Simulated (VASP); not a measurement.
# MgO: single point with r2SCAN

MgO:

```
Mg O
1.0
     0.00000    2.10217    2.10217
     2.10217    0.00000    2.10217
     2.10217    2.10217    0.00000
Mg O
1 1
Direct
  0.00000 0.00000 0.00000
  0.50000 0.50000 0.50000
```

```yaml
Program: VASP 6.6.1
Task: single point
Functional: r2SCAN
Potentials_or_basis: VASP PAW PBE potentials, release 64 (Mg_sv, O)
Cutoff: 750 eV
k_mesh: 10 × 10 × 10
Occupations: gaussian, width 0.01 eV
Spin: no spin polarisation
```

- Pressure: 0.0 GPa
- Band gap on the k mesh: 5.70 eV

Levels at points of the mesh, in eV from the valence-band top:
| k point | band 4 | band 5 | band 6 | band 7 | band 8 | band 9 | band 10 | band 11 | band 12 | band 13 |
| --- | --- | --- | --- | --- | --- | --- | --- | --- | --- | --- |
| (0.00, 0.00, 0.00) | -40.04 | -18.21 | 0.00 | 0.00 | 0.00 | 5.70 | 16.89 | 16.89 | 16.89 | 21.02 |
| (0.50, 0.00, 0.00) | -40.05 | -16.93 | -4.62 | -0.68 | -0.68 | 8.87 | 13.91 | 17.57 | 17.57 | 22.60 |
| (0.50, 0.50, 0.00) | -40.07 | -16.71 | -4.09 | -1.37 | -1.37 | 10.05 | 11.22 | 14.38 | 20.55 | 20.55 |

It took 110 s on 1 thread of Intel(R) Xeon(R) Platinum 8375C CPU @ 2.90GHz (Ice Lake) (shared host), peak memory 0.17 GiB.

Caveat: the PAW data sets were made with another functional, which shifts forces and pressure a little.
